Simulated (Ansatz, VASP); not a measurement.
**Two plane-wave programs on BAs**

```xyz
2
Lattice="0.0000 2.4045 2.4045 2.4045 0.0000 2.4045 2.4045 2.4045 0.0000" Properties=species:S:1:pos:R:3 pbc="T T T"
B     0.0000    0.0000    0.0000
As    1.2023    1.2023    1.2023
```

Alike in both runs: functional PBE; k mesh 10 × 10 × 10; occupations gaussian, width 0.02 eV; no spin polarisation.

Ansatz relaxed the structure, and its values are those at the end. VASP's run is a single point on that final structure, the one shown.

```csv
,VASP,Ansatz
version,VASP 6.6.1,Ansatz 0.2.0
potentials or method,"VASP PAW PBE potentials, release 64 (B, As), cutoff 500 eV","scalar-relativistic, plane waves, PAW"
valence electrons in the cell,8,18
```

VASP gave:

```
gap on the k mesh at the Fermi level (eV) : 1.20
least direct gap on the mesh (eV)         : 3.25
pressure (GPa)                            : 0.6
```

Problem. What did Ansatz give for the same quantities?

Solution. gap on the k mesh at the Fermi level (eV): 1.20; least direct gap on the mesh (eV): 3.25; pressure (GPa): 0.0.

With one functional, cell and mesh, what is left measures potentials, basis and numerics. VASP's potentials hold 8 valence electrons a cell and Ansatz's 18, so a difference there can come from the potentials and not from the codes.
